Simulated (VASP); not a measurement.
A run of VASP 6.6.1 is set up as follows.

INCAR

```
SYSTEM = Hf
PREC = Accurate ; ENCUT = 520
EDIFF = 1E-7 ; ISMEAR = -1
SIGMA = 0.1 ; LREAL = .FALSE.
LASPH = .TRUE. ; NELM = 80
ALGO = Normal ; ISIF = 2
LWAVE = .FALSE. ; LCHARG = .FALSE.
GGA = PS ; IVDW = 13
NBANDS = 17
```

The input KPOINTS:

```
Automatic mesh
0
G
  9 9 5
  0 0 0
```

File POSCAR:

```
Hf
1.0
    3.1478805594      0.0000000000      0.0000000000
   -1.5739402797      2.7261445325      0.0000000000
    0.0000000000      0.0000000000      4.9921750736
Hf
2
Direct
    0.3333333333      0.6666666667      0.2500000000
    0.6666666667      0.3333333333      0.7500000000
```

Potentials or basis: VASP PAW PBE potentials, release 64 (Hf_pv).

The run is started by

```bash
$ cat potpaw_PBE.64/Hf_pv/POTCAR > POTCAR
$ mpirun -np 1 vasp_std > vasp.out
```

Estimate the pressure.

-0.4 GPa.

What does it give for the dispersion energy per atom?

-0.128 eV.

Predict the band gap on the k mesh.

zero (band 10 reaches 6.25 eV, above the bottom of band 11 at 4.72 eV).

Stress tensor (GPa, compression positive):
```
-0.35  0.00  0.00
 0.00 -0.35  0.00
 0.00  0.00 -0.45
```

Caveat: the PAW data sets were made with another functional, which shifts forces and pressure a little; spin-orbit coupling is left out, which moves the levels of the heavy elements; pairwise dispersion overbinds metals, which lowers pressure and volume.
